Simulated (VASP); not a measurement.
# Zn2P (P4/nmm) in VASP: further runs

Runs on Zn2P. Level: PBE. Tasks: single point, relaxation of cell and atoms.

All numbers are computed with VASP 6.6.1; they aren't measurements. Logs are shortened: lines on timing, memory, paths and dates and some standing lists are left out, and cuts for length are marked.

**1. The cell of the first run**

It takes space group P4/nmm (No. 129, tetragonal). The conventional cell has a = 4.224 Å, b = 4.224 Å, c = 5.730 Å, α = 90.00°, β = 90.00°, γ = 90.00°. Within 3.3 Å of Zn (site symmetry -4m2) lie 4 P at 2.54 Å and 8 Zn at 2.86 to 2.99 Å. Within 3.2 Å of Zn (site symmetry 4mm) lie 5 P at 2.39 to 3.03 Å and 4 Zn at 2.86 Å. Within 3.2 Å of P (site symmetry 4mm) lie 9 Zn at 2.39 to 3.03 Å.

**2. Single point, PBE**

Contents of INCAR:

```
SYSTEM = Zn2P
ALGO = Normal ; EDIFF = 1E-6
ENCUT = 520 ; GGA = PE
ISIF = 2 ; ISMEAR = 0
LASPH = .TRUE. ; LCHARG = .FALSE.
LREAL = .FALSE. ; LWAVE = .FALSE.
NBANDS = 38 ; NELM = 100
PREC = Accurate ; SIGMA = 0.1
```

Contents of KPOINTS:

```
k-points
0
G
  4 4 4
  0 0 0
```

Contents of POSCAR:

```
Zn2P
1.0
    4.2235832991      0.0000000000      0.0000000000
    0.0000000000      4.2235832991      0.0000000000
    0.0000000000      0.0000000000      5.7302700258
Zn P
4 2
Direct
    0.0000000000      0.0000000000      0.0000000000
    0.5000000000      0.5000000000      0.0000000000
    0.0000000000      0.5000000000      0.3365807615
    0.5000000000      0.0000000000      0.6634192385
    0.0000000000      0.5000000000      0.7541951456
    0.5000000000      0.0000000000      0.2458048544
```

Potentials or basis: VASP PAW PBE potentials, release 64 (Zn, P).

The run is started by

```bash
$ cat potpaw_PBE.64/Zn/POTCAR potpaw_PBE.64/P/POTCAR > POTCAR
$ mpirun -np 1 vasp_std > vasp.out
```

OUTCAR:

```text
SYSTEM = Zn2P
   EDIFF = 1E-6
   ENCUT = 520
   GGA = PE
   ISIF = 2
   ISMEAR = 0
   LASPH = .TRUE.
   LREAL = .FALSE.
   NELM = 100
   PREC = Accurate

 ion  position               nearest neighbor table
   1  0.000  0.000  0.000-   5 2.54   6 2.54   5 2.54   6 2.54   3 2.86   3 2.86   4 2.86   4 2.86
                             2 2.99   2 2.99   2 2.99   2 2.99
   2  0.500  0.500  0.000-   5 2.54   6 2.54   6 2.54   5 2.54   4 2.86   3 2.86   3 2.86   4 2.86
                             1 2.99   1 2.99   1 2.99   1 2.99
   3  0.000  0.500  0.337-   5 2.39   2 2.86   1 2.86   1 2.86   2 2.86
   4  0.500  0.000  0.663-   6 2.39   2 2.86   1 2.86   2 2.86   1 2.86
   5  0.000  0.500  0.754-   3 2.39   2 2.54   1 2.54   1 2.54   2 2.54
   6  0.500  0.000  0.246-   4 2.39   2 2.54   1 2.54   2 2.54   1 2.54

  LATTYP: Found a simple tetragonal cell.
 ALAT       =     4.2235832991
 C/A-ratio  =     1.3567318601

  Lattice vectors:

 A1 = (   4.2235832991,   0.0000000000,   0.0000000000)
 A2 = (   0.0000000000,   4.2235832991,   0.0000000000)
 A3 = (   0.0000000000,   0.0000000000,   5.7302700258)

Analysis of symmetry for initial positions (statically):
=====================================================================
 Subroutine PRICEL returns:
 Original cell was already a primitive cell.

 Routine SETGRP: Setting up the symmetry group for a
 simple tetragonal supercell.

 Subroutine GETGRP returns: Found 16 space group operations
 (whereof  8 operations were pure point group operations)
 out of a pool of 16 trial point group operations.

The static configuration has the point symmetry D_2d.
 The point group associated with its full space group is D_4h.

Analysis of symmetry for dynamics (positions and initial velocities):
=====================================================================
 Subroutine PRICEL returns:
 Original cell was already a primitive cell.

 Routine SETGRP: Setting up the symmetry group for a
 simple tetragonal supercell.

 Subroutine GETGRP returns: Found 16 space group operations
 (whereof  8 operations were pure point group operations)
 out of a pool of 16 trial point group operations.

The dynamic configuration has the point symmetry D_2d.
 The point group associated with its full space group is D_4h.

 Subroutine INISYM returns: Found 16 space group operations
 (whereof  8 operations are pure point group operations),
 and found     1 'primitive' translations

----------------------------------------------------------------------------------------

                                     Primitive cell

  volume of cell :     102.2203

  direct lattice vectors                    reciprocal lattice vectors
     4.223583299  0.000000000  0.000000000     0.236765781  0.000000000  0.000000000
     0.000000000  4.223583299  0.000000000     0.000000000  0.236765781  0.000000000
     0.000000000  0.000000000  5.730270026     0.000000000  0.000000000  0.174511846

  length of vectors
     4.223583299  4.223583299  5.730270026     0.236765781  0.236765781  0.174511846

  position of ions in fractional coordinates (direct lattice)
     0.000000000  0.000000000  0.000000000
     0.500000000  0.500000000  0.000000000
     0.000000000  0.500000000  0.336580762
     0.500000000  0.000000000  0.663419238
     0.000000000  0.500000000  0.754195146
     0.500000000  0.000000000  0.245804854

  ion indices of the primitive-cell ions
   primitive index   ion index
                 1           1
                 2           2
                 3           3
                 4           4
                 5           5
                 6           6

----------------------------------------------------------------------------------------

 KPOINTS: k-points

Automatic generation of k-mesh.
 Grid dimensions read from file:
 generate k-points for:    4    4    4

 Generating k-lattice:

  Cartesian coordinates                     Fractional coordinates (reciprocal lattice)
     0.059191445  0.000000000  0.000000000     0.250000000  0.000000000  0.000000000
     0.000000000  0.059191445  0.000000000     0.000000000  0.250000000  0.000000000
     0.000000000  0.000000000  0.043627961     0.000000000  0.000000000  0.250000000

  Length of vectors
     0.059191445  0.059191445  0.043627961

  Shift w.r.t. Gamma in fractional coordinates (k-lattice)
     0.000000000  0.000000000  0.000000000

 Subroutine IBZKPT returns following result:
 ===========================================

 Found     18 irreducible k-points:

 Following reciprocal coordinates:
            Coordinates               Weight
  0.000000  0.000000  0.000000      1.000000
  0.250000  0.000000  0.000000      4.000000
  0.500000  0.000000  0.000000      2.000000
  0.250000  0.250000  0.000000      4.000000
  0.500000  0.250000  0.000000      4.000000
  0.500000  0.500000  0.000000      1.000000
[... 10 lines left out ...]
  0.500000  0.250000  0.500000      4.000000
[... 45 lines left out ...]
   LHFCALC =     F    Hartree Fock is set to
   AEXX    =    0.0000 exact exchange contribution
   IVDW    =     0    specifies the selected vdW correction
   LEPSILON=     F    determine dielectric tensor
   LRPA    =     F    only Hartree local field effects (RPA)
 non-spin polarized calculation
 Gauss-broadening in eV      SIGMA  =   0.10
  energy-cutoff  :      520.00
  volume of cell :      102.22
 maximum number of plane-waves:      2772
 NGX is ok and might be reduce to    32
   NGX = 15   NGY = 15   NGZ = 21

 number of electron      58.0000042 magnetization

 Free energy of the ion-electron system (eV)
  ---------------------------------------------------
  ext. energy  EPLUGINS =         0.00000000
  ---------------------------------------------------
  free energy    TOTEN  =       -14.59847510 eV

  energy without entropy =      -14.59420457  energy(sigma->0) =      -14.59633983

 E-fermi :   4.3175     XC(G=0): -10.7406

 val. band max:        4.1344240551   @ k =   0.0000   0.0000   0.5000
 cond. band min:       4.4030168255   @ k =   0.5000   0.0000   0.0000
 fundamental gap:      0.2685927705
 Fermi energy:         4.3174877208

 k-point     1 :       0.0000    0.0000    0.0000
  band No.  band energies     occupation
      1      -8.4935      2.00000
      2      -6.6975      2.00000
      3      -3.7954      2.00000
      4      -3.7768      2.00000
      5      -3.7768      2.00000
      6      -3.7128      2.00000
[... 30 lines left out ...]
     37      11.2558      0.00000
     38      11.3076      0.00000

 k-point     2 :       0.2500    0.0000    0.0000
  band No.  band energies     occupation
      1      -8.1150      2.00000
      2      -6.7302      2.00000
      3      -3.7701      2.00000
      4      -3.7513      2.00000
      5      -3.6321      2.00000
      6      -3.6300      2.00000
[... 30 lines left out ...]
     37       9.6537      0.00000
     38       9.6996      0.00000

 k-point     3 :       0.5000    0.0000    0.0000
  band No.  band energies     occupation
      1      -7.2431      2.00000
      2      -7.2431      2.00000
      3      -3.6274      2.00000
      4      -3.6274      2.00000
      5      -3.5755      2.00000
      6      -3.5755      2.00000
[... 30 lines left out ...]
     37       9.6456      0.00000
     38       9.6456      0.00000

 k-point     4 :       0.2500    0.2500    0.0000
  band No.  band energies     occupation
      1      -7.7733      2.00000
      2      -6.7144      2.00000
      3      -3.8803      2.00000
      4      -3.6780      2.00000
      5      -3.5813      2.00000
      6      -3.5731      2.00000
[... 30 lines left out ...]
     37       9.7485      0.00000
     38      11.9415      0.00000
[... 457 lines left out ...]
      4      -3.8306      2.00000
      5      -3.6273      2.00000
      6      -3.5551      2.00000
[... 30 lines left out ...]
     37       9.6010      0.00000
     38       9.7771      0.00000

 k-point    17 :       0.5000    0.2500    0.5000
  band No.  band energies     occupation
      1      -6.9085      2.00000
      2      -6.9085      2.00000
      3      -3.9484      2.00000
      4      -3.9484      2.00000
      5      -3.5799      2.00000
      6      -3.5799      2.00000
[... 30 lines left out ...]
     37      11.0958      0.00000
     38      11.0996      0.00000

 k-point    18 :       0.5000    0.5000    0.5000
  band No.  band energies     occupation
      1      -6.7233      2.00000
      2      -6.7233      2.00000
      3      -3.9763      2.00000
      4      -3.9763      2.00000
      5      -3.4615      2.00000
      6      -3.4615      2.00000
[... 30 lines left out ...]
     37      12.1584      0.00000
     38      12.1954      0.00000

------------------------ aborting loop because EDIFF is reached ----------------------------------------

  FORCE on cell =-STRESS in cart. coord.  units (eV):
  Direction    XX          YY          ZZ          XY          YZ          ZX
  --------------------------------------------------------------------------------------
  -------------------------------------------------------------------------------------
  Total        0.1651272      0.1651272      0.1638164      0.0000000      0.0000000     -0.0000000
  in kB        2.5881644      2.5881644      2.5676200      0.0000000      0.0000000     -0.0000000
  external PRESSURE =       2.5813163 kB  Pullay stress =       0.0000000 kB

 VOLUME and BASIS-vectors are now :
 -----------------------------------------------------------------------------
  energy-cutoff  :      520.00
  volume of cell :      102.22
      direct lattice vectors                 reciprocal lattice vectors
     4.223583299  0.000000000  0.000000000     0.236765781  0.000000000  0.000000000
     0.000000000  4.223583299  0.000000000     0.000000000  0.236765781  0.000000000
     0.000000000  0.000000000  5.730270026     0.000000000  0.000000000  0.174511846

 POSITION                                       TOTAL-FORCE (eV/Angst)
 -----------------------------------------------------------------------------------
      0.00000      0.00000      0.00000         0.000000     -0.000000      0.000000
      2.11179      2.11179      0.00000         0.000000      0.000000      0.000000
      0.00000      2.11179      1.92870         0.000000      0.000000     -0.006437
      2.11179      0.00000      3.80157        -0.000000      0.000000      0.006437
      0.00000      2.11179      4.32174         0.000000      0.000000      0.004037
      2.11179      0.00000      1.40853        -0.000000      0.000000     -0.004037
 -----------------------------------------------------------------------------------
    total drift:                                0.000000     -0.000000     -0.000000

  FREE ENERGIE OF THE ION-ELECTRON SYSTEM (eV)
  ---------------------------------------------------
  free  energy   TOTEN  =       -14.5984750963 eV

  energy  without entropy=      -14.5942045723  energy(sigma->0) =      -14.59633983
```

Wall time 46 s (1 thread of AMD EPYC 9R45 (Zen 5), shared host); peak memory 0.2 GiB.

What came out:

- Free energy: -14.5985 eV
- Pressure: 0.3 GPa
- Largest force: 0.006 eV/Å
- Band gap on the k mesh: zero (bands 29 and 30 overlap by 3.39 eV)

Forces on the atoms (eV/Å):
```
Zn   0.000  0.000  0.000
Zn   0.000  0.000  0.000
Zn   0.000  0.000 -0.006
Zn   0.000  0.000  0.006
P    0.000  0.000  0.004
P    0.000  0.000 -0.004
```

Caveat: the k points lie up to 0.37 Å⁻¹ apart, too coarse for converged energies and pressures of a metal.

**3. Relaxation of cell and atoms, PBE**

This run uses another cell than the first one, of 13.99 Å³/atom.

Contents of INCAR:

```
  PREC = Accurate
  ENCUT = 600
  EDIFF = 1E-6
  ISMEAR = 0
  SIGMA = 0.1
  LREAL = F
  LASPH = T
  NELM = 80
  ALGO = Normal
  ISIF = 3
  LWAVE = F
  LCHARG = F
  GGA = PE
  IBRION = 2
  NSW = 90
  EDIFFG = -0.04
```

Contents of KPOINTS:

```
Automatic mesh
0
Gamma
  4 4 4
```

Contents of POSCAR:

```
Zn2P
1.0
    3.8035415096      0.0000000000      0.0000000000
    0.0000000000      3.8035415096      0.0000000000
    0.0000000000      0.0000000000      5.8034497332
Zn P
4 2
Direct
    0.0000000000      0.0000000000      0.0000000000
    0.5000000000      0.5000000000      0.0000000000
    0.0000000000      0.5000000000      0.2700000000
    0.5000000000      0.0000000000      0.7300000000
    0.0000000000      0.5000000000      0.7000000000
    0.5000000000      0.0000000000      0.3000000000
```

Potentials or basis: VASP PAW PBE potentials, release 64 (Zn, P).

The run is started by

```bash
$ cat potpaw_PBE.64/Zn/POTCAR potpaw_PBE.64/P/POTCAR > POTCAR
$ mpirun -np 1 vasp_std > vasp.out
```

Wall time 5.2 min (1 thread of AMD EPYC 9R45 (Zen 5), shared host); peak memory 0.2 GiB.

It converged, with:

```
Free energy                           : -14.5938 eV
Relaxed volume                        : 17.11 Å³/atom
Relaxed cell                          : a = 4.226 Å, b = 4.226 Å, c = 5.749 Å, α = 90.00°, β = 90.00°, γ = 90.00°
Space group after relaxing (to 0.1 Å) : P4/nmm (No. 129)
Energy gained by relaxing             : 275.4 meV/atom
Ionic steps                           : 12
Pressure after relaxing               : -0.1 GPa
Largest force after relaxing          : 0.032 eV/Å
Band gap on the k mesh                : zero (bands 29 and 30 overlap by 3.36 eV)
```

Forces in eV/Å, atoms in the order of the input:
```
Zn   0.000  0.000  0.000
Zn   0.000  0.000  0.000
Zn   0.000  0.000 -0.032
Zn   0.000  0.000  0.032
P    0.000  0.000  0.025
P    0.000  0.000 -0.025
```

Stress tensor (GPa, compression positive):
```
-0.10  0.00  0.00
 0.00 -0.10  0.00
 0.00  0.00 -0.23
```

The path:
| step | energy change (eV) | largest force (eV/Å) | pressure (GPa) | volume (Å³) |
| --- | --- | --- | --- | --- |
| 1 | 0.0000 | 2.2141 | 18.65 | 83.96 |
| 2 | -0.8926 | 0.6841 | -4.53 | 105.35 |
| 3 | -0.9605 | 0.8657 | -1.07 | 99.75 |
| 4 | -1.0740 | 0.7246 | -0.25 | 99.24 |
| 5 | -1.2586 | 1.5698 | 1.88 | 97.61 |
| 6 | -1.3247 | 1.4779 | 1.70 | 97.95 |
| 7 | -1.4822 | 1.1574 | 1.46 | 98.97 |
| 8 | -1.6173 | 0.4417 | 1.56 | 100.96 |
| 9 | -1.6482 | 0.1684 | 0.25 | 102.28 |
| 10 | -1.6517 | 0.0697 | -0.22 | 102.92 |
| 11 | -1.6517 | 0.0637 | -0.30 | 102.96 |
| 12 | -1.6524 | 0.0318 | -0.15 | 102.67 |

Final structure:
```xyz
6
Lattice="4.2261 0.0000 0.0000 0.0000 4.2261 0.0000 0.0000 0.0000 5.7490" Properties=species:S:1:pos:R:3 pbc="T T T"
Zn    0.0000    4.2261    0.0000
Zn    2.1130    2.1130    0.0000
Zn    0.0000    2.1130    1.9442
Zn    2.1130    0.0000    3.8048
P     0.0000    2.1130    4.3375
P     2.1130    0.0000    1.4115
```

Levels at points of the mesh, in eV from the Fermi level:
```csv
k point,band 25,band 26,band 27,band 28,band 29,band 30,band 31,band 32,band 33,band 34
"(0.00, 0.00, 0.00)",-3.95,-3.10,-1.86,-1.23,-0.98,-0.98,-0.36,3.12,3.12,3.30
"(0.50, 0.00, 0.00)",-4.22,-4.22,-2.03,-2.03,0.10,0.10,2.18,2.18,3.35,3.35
"(0.50, 0.50, 0.00)",-4.03,-4.03,-3.20,-3.20,-2.49,-2.49,0.63,0.63,6.55,6.55
"(0.00, 0.00, 0.50)",-3.25,-3.25,-2.01,-2.01,-0.87,-0.18,0.31,2.34,2.88,4.51
"(0.50, 0.00, 0.50)",-1.78,-1.78,-1.74,-1.74,-0.42,-0.42,1.83,1.83,2.42,2.42
"(0.50, 0.50, 0.50)",-5.23,-5.23,-4.67,-4.67,0.87,0.87,3.13,3.13,3.55,3.55
```

Caveat: the k points lie up to 0.37 Å⁻¹ apart in the final cell, too coarse for converged energies and pressures of a metal; the volume moved by over 15 % at a fixed basis, so the end points are rough.

**4. Single point, PBE**

This run uses another cell than the first one, of 16.88 Å³/atom.

Contents of INCAR:

```
  PREC = Accurate
  ENCUT = 520
  EDIFF = 1E-7
  ISMEAR = 0
  SIGMA = 0.1
  LREAL = F
  LASPH = T
  NELM = 80
  ALGO = Normal
  ISIF = 2
  LWAVE = F
  LCHARG = F
  GGA = PE
  NBANDS = 38
```

Contents of KPOINTS:

```
Automatic mesh
0
Gamma
  10 10 8
```

Contents of POSCAR:

```
Zn2P
1.0
    4.0797414430      0.0000000000      0.0000000000
    0.0000000000      4.0797414430      0.0000000000
    0.0000000000      0.0000000000      6.0857312024
Zn P
4 2
Direct
    0.0000000000      0.0000000000      0.0000000000
    0.5000000000      0.5000000000      0.0000000000
    0.0000000000      0.5000000000      0.3469442959
    0.5000000000      0.0000000000      0.6530557041
    0.0000000000      0.5000000000      0.7504659643
    0.5000000000      0.0000000000      0.2495340357
```

The run is started by

```bash
$ cat potpaw_PBE.64/Zn/POTCAR potpaw_PBE.64/P/POTCAR > POTCAR
$ mpirun -np 1 vasp_std > vasp.out
```

Wall time 3.9 min (1 thread of AMD EPYC 9R45 (Zen 5), shared host); peak memory 0.38 GiB.

It converged, with:

| Item | Value |
| --- | --- |
| Free energy | -14.4389 eV |
| Pressure | 0.1 GPa |
| Band gap on the k mesh | zero (bands 29 and 30 overlap by 3.66 eV) |

Forces on the atoms (eV/Å):
```
Zn   0.000  0.000  0.000
Zn   0.000  0.000  0.000
Zn   0.000  0.000 -0.002
Zn   0.000  0.000  0.002
P    0.000  0.000 -0.002
P    0.000  0.000  0.002
```

Stress tensor (GPa, compression positive):
```
0.09 0.00 0.00
0.00 0.09 0.00
0.00 0.00 0.23
```

Levels at points of the mesh, in eV from the Fermi level:
| k point | band 27 | band 28 | band 29 | band 30 | band 31 | band 32 |
| --- | --- | --- | --- | --- | --- | --- |
| (0.00, 0.00, 0.00) | -1.85 | -1.13 | -1.09 | -1.09 | 0.06 | 2.76 |
| (0.50, 0.00, 0.00) | -1.80 | -1.80 | 0.62 | 0.62 | 2.26 | 2.26 |
| (0.50, 0.50, 0.00) | -3.62 | -3.62 | -2.70 | -2.70 | 0.01 | 0.01 |
| (0.00, 0.00, 0.50) | -2.09 | -2.09 | -1.05 | -0.50 | 0.21 | 2.40 |
| (0.50, 0.00, 0.50) | -1.60 | -1.60 | -0.55 | -0.55 | 1.96 | 1.96 |
| (0.50, 0.50, 0.50) | -4.97 | -4.97 | 0.25 | 0.25 | 2.28 | 2.28 |

**5. The runs side by side**

| task | cell | k mesh | cutoff (eV) | gap on the mesh (eV) | pressure (GPa) | largest force (eV/Å) |
| --- | --- | --- | --- | --- | --- | --- |
| single point | a = 4.224, b = 4.224, c = 5.730 Å, 6 atoms, atomic positions A | 4 × 4 × 4 | 520 | none | 0.3 | 0.01 |
| relaxation of cell and atoms | relaxed from a = 3.804, b = 3.804, c = 5.803 Å, 6 atoms, atomic positions B | 4 × 4 × 4 | 600 | none | -0.1 | 0.03 |
| single point | a = 4.080, b = 4.080, c = 6.086 Å, 6 atoms, atomic positions C | 10 × 10 × 8 | 520 | none | 0.1 | - |

Alike in all rows: level PBE; potentials or basis VASP PAW PBE potentials, release 64 (Zn, P); no spin polarisation; smearing gaussian 0.1 eV.

Caveats: some runs use coarse meshes; the volume moved by over 15 % at a fixed basis, so the end points are rough (at least some runs).

Absolute energies hang on the potentials; compare differences alone.
